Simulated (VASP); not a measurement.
A run of VASP 6.6.1 is set up as follows.

The input INCAR:

```
SYSTEM = Nb
  PREC = Accurate
  ENCUT = 520
  EDIFF = 1E-6
  ISMEAR = 0
  SIGMA = 0.1
  LREAL = .FALSE.
  LASPH = .TRUE.
  NELM = 80
  ALGO = Normal
  ISIF = 2
  LWAVE = .FALSE.
  LCHARG = .FALSE.
  GGA = PS
  NBANDS = 12
```

Contents of KPOINTS:

```
Automatic mesh
0
G
  18 18 18
  0 0 0
```

POSCAR

```
Nb
1.0
   -1.6683131806      1.6683131806      1.6683131806
    1.6683131806     -1.6683131806      1.6683131806
    1.6683131806      1.6683131806     -1.6683131806
Nb
1
Direct
    0.0000000000      0.0000000000      0.0000000000
```

Potentials or basis: VASP PAW PBE potentials, release 64 (Nb_sv).

The run is started by

```bash
$ cat potpaw_PBE.64/Nb_sv/POTCAR > POTCAR
$ mpirun -np 1 vasp_std > vasp.out
```

**Question.** Predict the pressure.

**Answer.** -9.7 GPa.

Caveat: the PAW data sets were made with another functional, which shifts forces and pressure a little.
